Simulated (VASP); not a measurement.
Input of a VASP 6.6.1 run:

The input INCAR:

```
  PREC = Accurate
  ENCUT = 600
  EDIFF = 1E-6
  ISMEAR = -1
  SIGMA = 0.1
  LREAL = False
  LASPH = True
  NELM = 80
  ALGO = Normal
  ISIF = 3
  LWAVE = False
  LCHARG = False
  GGA = CA
  IBRION = 2
  NSW = 80
  EDIFFG = -0.01
```

The input KPOINTS:

```
regular mesh
0
Gamma
  7 7 7
```

The input POSCAR:

```
LuH2
1.0
    0.0000000000      2.5165000000      2.5165000000
    2.5165000000      0.0000000000      2.5165000000
    2.5165000000      2.5165000000      0.0000000000
Lu H
1 2
Direct
    0.0000000000      0.0000000000      0.0000000000
    0.2500000000      0.2500000000      0.2500000000
    0.7500000000      0.7500000000      0.7500000000
```

Potentials or basis: VASP PAW PBE potentials, release 64 (Lu, H).

Run with:

```console
$ cat potpaw_PBE.64/Lu/POTCAR potpaw_PBE.64/H/POTCAR > POTCAR
$ mpirun -np 1 vasp_std > vasp.out
```

Estimate the space group after relaxing (to 0.05 Å).

Fm-3m (No. 225).

What does it give for the relaxed volume?

9.93 Å³/atom.

What does it give for the relaxed cell?

a = 3.479 Å, b = 3.479 Å, c = 3.479 Å, α = 60.00°, β = 60.00°, γ = 60.00°.

Final structure:
```
Lu H
1.0
     0.00000    2.46006    2.46006
     2.46006    0.00000    2.46006
     2.46006    2.46006    0.00000
Lu H
1 2
Direct
  0.00000 0.00000 0.00000
  0.25000 0.25000 0.25000
  0.75000 0.75000 0.75000
```

Caveat: the PAW data sets were made with another functional, which shifts forces and pressure a little. Zero-point motion and thermal expansion aren't in these numbers.
